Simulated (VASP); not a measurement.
Set up this calculation in VASP 6.6.1, as the native input.

```yaml
Task: single point
Functional: PBE
Potentials_or_basis: VASP PAW PBE potentials, release 64 (Cr_pv)
Cutoff: 520 eV
k_mesh: 10 × 10 × 10
Occupations: fermi-dirac, width 0.05 eV
Spin: collinear spin, antiferromagnetic start
Starting_moments: "[-3.0, 3.0] μB"
Dipole_correction: no
Further_INCAR_settings: ALGO = Normal; EDIFF = 1e-06; NBANDS = 23
```

The structure of Cr lies in POSCAR:

```
Cr
1.0
    2.9688993551      0.0000000000      0.0000000000
    0.0000000000      2.9688993551      0.0000000000
    0.0000000000      0.0000000000      2.9688993551
Cr
2
Direct
    0.0000000000      0.0000000000      0.0000000000
    0.5000000000      0.5000000000      0.5000000000
```

One way to write it, as run:

INCAR

```
PREC = Accurate ; ENCUT = 520
EDIFF = 1E-6 ; ISMEAR = -1
SIGMA = 0.05 ; LREAL = False
LASPH = True ; NELM = 150
ALGO = Normal ; ISIF = 2
LWAVE = False ; LCHARG = True
ISPIN = 2 ; MAGMOM = -3 3
LORBIT = 11 ; LMAXMIX = 4
GGA = PE ; LELF = True
LVHAR = True ; NBANDS = 23
```

KPOINTS

```
regular mesh
0
Gamma
  10 10 10
```

Potentials or basis: VASP PAW PBE potentials, release 64 (Cr_pv).

Command:

```bash
$ cat potpaw_PBE.64/Cr_pv/POTCAR > POTCAR
$ mpirun -np 1 vasp_std > vasp.out
```

It gave:

```yaml
Pressure: -13.1 GPa
Band_gap_on_the_k_mesh: zero (filled and empty bands overlap)
Net_moment: 0.00 μB per cell
Site_moments: Cr -1.82, +1.82 μB
Valence_electrons_inside_the_program's_atomic_spheres: Cr 10.82
```

Wall time 43 s on 1 thread of AMD EPYC 7R13 Processor (Zen 3) (shared host), peak memory 0.15 GiB.
